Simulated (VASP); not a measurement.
Input of a VASP 6.6.1 run:

File POSCAR:

```
MgH2
1.0
    0.0000000000      2.3649613280      2.3649613280
    2.3649613280      0.0000000000      2.3649613280
    2.3649613280      2.3649613280      0.0000000000
Mg H
1 2
Direct
    0.0000000000      0.0000000000      0.0000000000
    0.2500000000      0.2500000000      0.2500000000
    0.7500000000      0.7500000000      0.7500000000
```

The input INCAR.step1:

```
  PREC = Accurate
  ENCUT = 520
  EDIFF = 1E-5
  ISMEAR = -1
  SIGMA = 0.02
  LREAL = False
  LASPH = True
  NELM = 120
  ALGO = Normal
  ISIF = 2
  LWAVE = True
  GGA = PE
  NBANDS = 9
  GGA_COMPAT = False
```

INCAR.step2

```
  PREC = Accurate
  ENCUT = 520
  EDIFF = 1E-6
  ISMEAR = -1
  SIGMA = 0.02
  LREAL = False
  LASPH = True
  NELM = 120
  ALGO = Normal
  ISIF = 2
  LWAVE = False
  LCHARG = True
  GGA = PE
  LHFCALC = True
  HFSCREEN = 0.2079
  PRECFOCK = Normal
  LELF = True
  LVHAR = True
  ISTART = 1
  NBANDS = 9
  GGA_COMPAT = False
```

Contents of KPOINTS:

```
Automatic mesh
0
Gamma
  4 4 4
```

Potentials or basis: VASP PAW PBE potentials, release 64 (Mg, H).

The run is started by

```bash
$ cat potpaw_PBE.64/Mg/POTCAR potpaw_PBE.64/H/POTCAR > POTCAR
$ cp INCAR.step1 INCAR
$ mpirun -np 1 vasp_std > vasp.out
$ cp INCAR.step2 INCAR
$ mpirun -np 1 vasp_std > vasp.out
```

Task: Estimate the band gap on the k mesh.

Result: Zero (bands 2 and 3 overlap by 0.82 eV).

Task: Estimate the pressure.

Result: -0.4 GPa.

Caveat: the k points lie up to 0.58 Å⁻¹ apart, too coarse for converged energies and pressures of a metal; the PAW data sets were made with another functional, which shifts forces and pressure a little.
